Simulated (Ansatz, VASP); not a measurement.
## Two plane-wave programs on BAs

```
B As
1.0
     0.00000    2.36599    2.36599
     2.36599    0.00000    2.36599
     2.36599    2.36599    0.00000
B As
1 1
Direct
  0.00000 0.00000 0.00000
  0.25000 0.25000 0.25000
```

Alike in both runs: functional LDA; k mesh 8 × 8 × 8; occupations gaussian, width 0.02 eV; no spin polarisation.

Ansatz relaxed the structure, and its values are those at the end. VASP's run is a single point on that final structure, the one shown.

|  | VASP | Ansatz |
| --- | --- | --- |
| version | VASP 6.6.1 | Ansatz 0.2.0 |
| potentials or method | VASP PAW LDA potentials, release 64 (B, As), cutoff 500 eV | scalar-relativistic, plane waves, PAW |
| valence electrons in the cell | 8 | 18 |

```tsv
	VASP	Ansatz	Ansatz less VASP
gap on the k mesh at the Fermi level (eV)	1.11	1.12	+0.009
least direct gap on the mesh (eV)	3.29	3.29	+0.003
pressure (GPa)	1.0	0.0	-1.00
```

Ansatz warns that its potentials were made for another functional, while VASP's fit it. LDA's correlation is that of Perdew and Zunger in VASP and of Perdew and Wang (1992) in Ansatz. VASP's potentials hold 8 valence electrons a cell and Ansatz's 18, so a difference there can come from the potentials and not from the codes.
